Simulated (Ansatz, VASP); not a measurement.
# SnO: VASP beside Ansatz

POSCAR

```
SnO
1.0
    3.7926488554      0.0000000000      0.0000000000
    0.0000000000      3.7926488554      0.0000000000
    0.0000000000      0.0000000000      4.7582139114
Sn O
2 2
Direct
    0.5000000000      0.0000000000      0.2410340793
    0.0000000000      0.5000000000      0.7589659207
    0.0000000000      0.0000000000      0.0000000000
    0.5000000000      0.5000000000      0.0000000000
```

Contents of INCAR.step1:

```
SYSTEM = SnO
PREC = Accurate
ENCUT = 520
ISMEAR = -1
SIGMA = 0.02
LREAL = .FALSE.
LASPH = .TRUE.
NELM = 80
NBANDS = 28
GGA = PE
ALGO = Normal
EDIFF = 1E-4
LWAVE = .TRUE.
LCHARG = .FALSE.
```

INCAR.step2

```
SYSTEM = SnO
PREC = Accurate
ENCUT = 520
EDIFF = 1E-7
ISMEAR = -1
SIGMA = 0.02
LREAL = .FALSE.
LASPH = .TRUE.
NELM = 80
ALGO = Normal
ISIF = 2
LWAVE = .FALSE.
LCHARG = .TRUE.
METAGGA = R2SCAN
LMIXTAU = .TRUE.
LELF = .TRUE.
LVHAR = .TRUE.
NBANDS = 28
ISTART = 1
```

Contents of KPOINTS:

```
Automatic mesh
0
G
  6 6 6
  0 0 0
```

Input for Ansatz:

```yaml
crystal:
  lattice:
    - [3.7926488554, 0.0, 0.0]
    - [0.0, 3.7926488554, 0.0]
    - [0.0, 0.0, 4.7582139114]
  atoms:
    - { symbol: Sn, position: [0.5, 0.0, 0.2410340793] }
    - { symbol: Sn, position: [0.0, 0.5, 0.7589659207] }
    - { symbol: O, position: [0.0, 0.0, 0.0] }
    - { symbol: O, position: [0.5, 0.5, 0.0] }
kpoints:
  mp_grid: { grid: [6, 6, 6] }
  band_path:
    path:
      - [0.0, 0.0, 0.0]
      - [0.0, 0.5, 0.0]
      - [0.5, 0.5, 0.0]
      - [0.0, 0.0, 0.5]
      - [0.0, 0.5, 0.5]
      - [0.5, 0.5, 0.5]
      - [0.05, 0.05, 0.0]
    npoints: 1
hamiltonian:
  xc: r2scan
scf:
  occupations: { method: fermi_dirac, width: 0.02 }
  n_extra_bands: 5
output:
  forces: true
  stress: true
  eigenvalues: true
```

Alike in both runs: task single point; functional r2SCAN; k mesh 6 × 6 × 6; occupations fermi-dirac, width 0.02 eV; no spin polarisation.

|  | VASP | Ansatz |
| --- | --- | --- |
| version | VASP 6.6.1 | Ansatz 0.2.0 |
| potentials or method | VASP PAW PBE potentials, release 64 (Sn_d, O) | plane waves, PAW |
| plane-wave cutoff (eV) | 520 | 500 |
| valence electrons in the cell | 40 | 40 |

```csv
,VASP,Ansatz,Ansatz less VASP
pressure (GPa),1.8,1.2,-0.61
rms of the force components (eV/Å),0.049,0.011,-0.0381
```

VASP's potentials were made for PBE, not for r2SCAN. Atom by atom the forces differ by 0.059 eV/Å (rms over components). With one functional, cell and mesh, what is left measures potentials, basis and numerics.
